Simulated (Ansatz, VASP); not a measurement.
## One calculation of Si, two programs

```xyz
4
Lattice="3.8127 0.0000 0.0000 -1.9063 3.3019 0.0000 0.0000 0.0000 6.3003" Properties=species:S:1:pos:R:3 pbc="T T T"
Si    0.0000    2.2012    0.0027
Si    1.9063    1.1006    3.1528
Si    0.0000    2.2012    2.3599
Si    1.9063    1.1006    5.5101
```

Alike in both runs: task single point; functional PBE; k mesh 6 × 6 × 4; no spin polarisation.

|  | VASP | Ansatz |
| --- | --- | --- |
| version | VASP 6.6.1 | Ansatz 0.2.0 |
| potentials or method | VASP PAW PBE potentials, release 64 (Si) | plane waves, PAW |
| plane-wave cutoff (eV) | 520 | 420 |
| occupations | gaussian, width 0.01 eV | fixed |
| valence electrons in the cell | 16 | 16 |

Ansatz gave:

- gap on the k mesh at the Fermi level (eV): 0.38
- pressure (GPa): 3.0
- traceless stress, the component that is largest in VASP (GPa): -0.14

Q: Which values does VASP return?

A: gap on the k mesh at the Fermi level (eV): 0.38; pressure (GPa): 2.9; traceless stress, the component that is largest in VASP (GPa): -0.14.
